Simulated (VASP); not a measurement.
Al3Co2Ru, 6 atoms in the cell. Symmetry: P-3m1, No. 164, trigonal system. Conventional cell: a = 4.025 Å, b = 4.025 Å, c = 4.945 Å, α = 90.00°, β = 90.00°, γ = 120.00°. Within 3.2 Å of Al (site symmetry 3m) lie 5 Co at 2.41 to 2.53 Å and 3 Ru at 2.48 Å and 6 Al at 2.82 to 2.90 Å. Al (site symmetry -3m) has 6 Co at 2.46 Å and 2 Ru at 2.47 Å and 6 Al at 2.82 Å within 3.2 Å. Co (site symmetry 3m) has 8 Al at 2.41 to 2.53 Å and 3 Co at 2.83 Å and 3 Ru at 2.86 Å within 3.2 Å. Ru (site symmetry -3m) has 8 Al at 2.47 to 2.48 Å and 6 Co at 2.86 Å within 3.3 Å. 

* Program: VASP 6.6.1
* Task: single point
* Functional: PBE
* Potentials or basis: VASP PAW PBE potentials, release 64 (Al, Co, Ru_pv)
* Cutoff: 520 eV
* k mesh: 12 × 12 × 8
* Occupations: gaussian, width 0.1 eV
* Spin: no spin polarisation
* Dipole correction: no
* Further INCAR settings: ALGO = Fast; EDIFF = 1e-06; NBANDS = 30

Potentials or basis: VASP PAW PBE potentials, release 64 (Al, Co, Ru_pv).

Launch:

```bash
$ cat potpaw_PBE.64/Al/POTCAR potpaw_PBE.64/Co/POTCAR potpaw_PBE.64/Ru_pv/POTCAR > POTCAR
$ mpirun -np 1 vasp_std > vasp.out
```

Hardware: 1 thread of AMD EPYC 7R43 64-Core Processor (Zen 3) (shared host).

Q: Estimate the wall time of this run.

A: Run time: 9.8 min on 1 thread of AMD EPYC 7R43 64-Core Processor (Zen 3), on a shared host, peak memory 0.34 GiB. Counts: scf iterations 19, k points 131.
